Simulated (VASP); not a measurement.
Set up this calculation in VASP 6.6.1, as the native input.

- Task: single point
- Functional: PBE
- Dispersion: D3(BJ)
- Potentials or basis: VASP PAW PBE potentials, release 64 (C, N, H)
- Cutoff: 520 eV
- k mesh: 1 × 1 × 1
- Occupations: fermi-dirac, width 0.02 eV
- Spin: no spin polarisation
- Dipole correction: no
- Further INCAR settings: LREAL = Auto; ALGO = Normal; EDIFF = 1e-06; NBANDS = 72

The structure of H3C2N lies in POSCAR:

```
H3C2N
1.0
    8.0517480000      0.0000000000      0.0000000000
    0.0000000000      8.0517480000      0.0000000000
    0.0000000000      0.0000000000      8.0517480000
C N H
12 6 18
Direct
    0.3406341083      0.4704444302      0.3788618322
    0.2356010148      0.5120503026      0.5144348780
    0.9510357254      0.8166425477      0.8932470316
    0.9333998034      0.7588041752      1.0649861372
    0.5957215750      0.9516567086      0.3604683107
    0.6058311810      1.1035616117      0.2594219293
    0.5165586404      0.5578788606      0.8993575060
    0.4212253041      0.6842365161      0.9829418407
    0.0324277412      0.1285186769      0.2263980443
   -0.0083460138      0.0925761710      0.4017512719
    0.8226288254      0.4545845200      0.5679760469
    0.6758532433      0.3565933757      0.5858852016
    0.1472723687      0.5553079903      0.6210328490
    0.9169810083      0.7109387924      1.2025711684
    0.6390537806      1.1990067250      0.1564380803
    0.3660447396      0.7841402885      1.0686375182
   -0.0102338026      0.0741950692      0.5452108039
    0.5612197500      0.2743006860      0.6145994634
    0.4696992504      0.5090944227      0.4090912930
    0.3543950953      0.3378148447      0.3746764057
    0.2979601448      0.5331140518      0.2638681688
    1.0407181149      0.9139009318      0.8582235808
    0.9809671142      0.7150621207      0.8076631310
    0.8231007727      0.8741455893      0.8559135234
    0.4794114272      0.8823798261      0.3216568626
    0.7043812101      0.8710282537      0.3198560114
    0.6092341688      0.9785080209      0.4933959682
    0.4941659873      0.5649953277      0.7639334962
    0.6490764490      0.5729190730      0.9187818595
    0.4875835657      0.4338933608      0.9360700310
    0.0895581928      0.2610861641      0.2190704428
    0.1298848399      0.0401279325      0.1971869959
   -0.0841183803      0.1229049891      0.1509361694
    0.8205547417      0.5496570434      0.6620425776
    0.9380571771      0.3763158012      0.5867545780
    0.8366630451      0.5136151802      0.4378676531
```

One way to write it, as run:

INCAR

```
SYSTEM = H3C2N
PREC = Accurate
ENCUT = 520
EDIFF = 1E-6
ISMEAR = -1
SIGMA = 0.02
LREAL = Auto
LASPH = .True.
NELM = 60
ALGO = Normal
ISIF = 2
LWAVE = .False.
LCHARG = .False.
GGA = PE
IVDW = 12
NBANDS = 72
```

KPOINTS

```
Automatic mesh
0
Gamma
  1 1 1
  0 0 0
```

Potentials or basis: VASP PAW PBE potentials, release 64 (C, N, H).

Run with:

```console
$ cat potpaw_PBE.64/C/POTCAR potpaw_PBE.64/N/POTCAR potpaw_PBE.64/H/POTCAR > POTCAR
$ mpirun -np 1 vasp_gam > vasp.out
```

It gave:

| Property | Result |
| --- | --- |
| Pressure | -0.5 GPa |
| Largest force | 2.194 eV/Å |
| Band gap on the k mesh | 6.10 eV |
| Dispersion energy per atom | -0.046 eV |

Caveat: the k points lie up to 0.78 Å⁻¹ apart.

Run time: 2.2 min on 1 thread of Intel Xeon 8259CL, on a shared host, peak memory 0.47 GiB.
